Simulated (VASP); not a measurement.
## Zn: single point with PBE

Crystal: Zn.

```
Zn
1.0
    -1.45646    1.45646    1.45646
     1.45646   -1.45646    1.45646
     1.45646    1.45646   -1.45646
Zn
1
Cartesian
  0.0000 0.0000 0.0000
```

This cell differs from its parent crystal: Ti replaced by Zn, lengths x 0.857, strained.

* Program: VASP 6.6.1
* Task: single point
* Functional: PBE
* Potentials or basis: VASP PAW PBE potentials, release 64 (Zn)
* Cutoff: 500 eV
* k mesh: 20 × 20 × 20
* Occupations: gaussian, width 0.1 eV
* Spin: no spin polarisation
* Dipole correction: no
* Further INCAR settings: ALGO = Normal; EDIFF = 1e-06; NBANDS = 12

| Item | Value |
| --- | --- |
| Pressure | 25.9 GPa |
| Band gap on the k mesh | zero (bands 6 and 7 overlap by 5.12 eV) |

Levels at points of the mesh, in eV from the Fermi level:
```
           k point  band 2  band 3  band 4  band 5  band 6  band 7  band 8  band 9  band 10  band 11
(0.00, 0.00, 0.00)   -8.81   -8.81   -8.81   -8.08   -8.08   22.42   22.42   22.42    22.73    22.73
(0.50, 0.00, 0.00)   -9.27   -8.11   -8.02   -7.58   -3.95   -0.83   12.99   13.93    16.97    19.38
(0.50, 0.50, 0.50)   -9.70   -7.70   -7.70   -7.70    4.29    4.29    4.29    9.16     9.16    10.08
```

It took 22 s on 1 thread of Intel(R) Xeon(R) Platinum 8375C CPU @ 2.90GHz (Ice Lake) (shared host), peak memory 0.14 GiB.

Caveat: the cell differs from its parent crystal (Ti replaced by Zn, lengths x 0.857, strained); the cell stands under pressure.
